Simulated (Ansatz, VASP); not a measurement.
**Two plane-wave programs on Be**

POSCAR

```
Be
1.0
    2.2386481342      0.0000000000      0.0000000000
   -1.1193240671      1.9387261544      0.0000000000
    0.0000000000      0.0000000000      3.5110325309
Be
2
Direct
    0.6666666667      0.3333333333      0.7500000000
    0.3333333333      0.6666666667      0.2500000000
```

File INCAR.step1:

```
SYSTEM = Be
PREC     = Accurate       ! precision mode
ENCUT    = 520            ! plane-wave cutoff, eV
ISMEAR   = -1             ! smearing method
SIGMA    = 0.05           ! smearing width, eV
LREAL    = .FALSE.        ! projectors in reciprocal space
LASPH    = .TRUE.         ! aspherical terms in the spheres
NELM     = 100            ! most SCF steps
NBANDS   = 9              ! bands
GGA      = PE             ! functional
ALGO     = Normal         ! electronic algorithm
EDIFF    = 1E-4           ! SCF threshold, eV
LWAVE    = .TRUE.         ! write WAVECAR
LCHARG   = .FALSE.        ! write CHGCAR
```

Contents of INCAR.step2:

```
SYSTEM = Be
PREC     = Accurate       ! precision mode
ENCUT    = 520            ! plane-wave cutoff, eV
EDIFF    = 1E-6           ! SCF threshold, eV
ISMEAR   = -1             ! smearing method
SIGMA    = 0.05           ! smearing width, eV
LREAL    = .FALSE.        ! projectors in reciprocal space
LASPH    = .TRUE.         ! aspherical terms in the spheres
NELM     = 100            ! most SCF steps
ALGO     = Normal         ! electronic algorithm
ISIF     = 2              ! what is computed and relaxed
LWAVE    = .FALSE.        ! write WAVECAR
LCHARG   = .TRUE.         ! write CHGCAR
METAGGA  = R2SCAN         ! meta-GGA
LMIXTAU  = .TRUE.       
LELF     = .TRUE.         ! ELF
LVHAR    = .TRUE.       
NBANDS   = 9              ! bands
ISTART   = 1
```

The input KPOINTS:

```
regular mesh
0
G
  13 13 8
  0 0 0
```

Contents of input.yaml:

```yaml
crystal:
  lattice:
    - [2.2386481342, 0.0, 0.0]
    - [-1.1193240671, 1.9387261544, 0.0]
    - [0.0, 0.0, 3.5110325309]
  atoms:
    - { symbol: Be, position: [0.6666666667, 0.3333333333, 0.75] }
    - { symbol: Be, position: [0.3333333333, 0.6666666667, 0.25] }
hamiltonian:
  xc: r2scan
  pseudopotentials: { kind: paw }
kpoints:
  mp_grid: { grid: [13, 13, 8] }
scf:
  occupations: { method: fermi_dirac, width: 0.05 }
output:
  forces: true
  stress: true
  eigenvalues: true
```

Alike in both runs: task single point; functional r2SCAN; k mesh 13 × 13 × 8; occupations fermi-dirac, width 0.05 eV; no spin polarisation.

```csv
,VASP,Ansatz
version,VASP 6.6.1,Ansatz 0.2.0
potentials or method,"VASP PAW PBE potentials, release 64 (Be)",Ansatz PAW
plane-wave cutoff (eV),520,500
valence electrons in the cell,4,4
```

Ansatz gave:

```
gap on the k mesh at the Fermi level (eV)                     : none
pressure (GPa)                                                : 5.0
traceless stress, the component that is largest in VASP (GPa) : 0.36
```

**Question.** Estimate VASP's values.

**Answer.** gap on the k mesh at the Fermi level (eV): none; pressure (GPa): 5.3; traceless stress, the component that is largest in VASP (GPa): 0.43.

VASP's potentials were made for PBE, not for r2SCAN. A gap of «none» marks a metal or a gap that the smearing closes.
